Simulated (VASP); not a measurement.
InAs (sol): single point with PBEsol

The system is InAs (sol).

```
In As
1.0
     0.00000    3.02900    3.02900
     3.02900    0.00000    3.02900
     3.02900    3.02900    0.00000
In As
1 1
Direct
  0.00000 0.00000 0.00000
  0.25000 0.25000 0.25000
```

| Item | Value |
| --- | --- |
| Program | VASP 6.6.1 |
| Task | single point |
| Functional | PBEsol |
| Potentials or basis | VASP PAW PBE potentials, release 64 (In_d, As) |
| Cutoff | 520 eV |
| k mesh | 6 × 6 × 6 |
| Occupations | gaussian, width 0.1 eV |
| Spin | no spin polarisation |

The pressure is 1.0 GPa. The band gap on the k mesh is zero (filled and empty bands touch).

Levels at points of the mesh, in eV from the Fermi level:
| k point | band 7 | band 8 | band 9 | band 10 | band 11 | band 12 |
| --- | --- | --- | --- | --- | --- | --- |
| (0.00, 0.00, 0.00) | -0.34 | -0.03 | -0.03 | -0.03 | 3.82 | 3.82 |
| (0.50, 0.00, 0.00) | -5.82 | -1.02 | -1.02 | 0.83 | 4.58 | 4.58 |
| (0.50, 0.50, 0.00) | -5.89 | -2.36 | -2.36 | 1.41 | 1.95 | 9.01 |

Wall time 22 s on 1 thread of AMD EPYC 7R13, with other jobs on the host, peak memory 0.15 GiB.

Caveat: the PAW data sets were made with another functional, which shifts forces and pressure a little; spin-orbit coupling is left out, which moves the levels of the heavy elements.
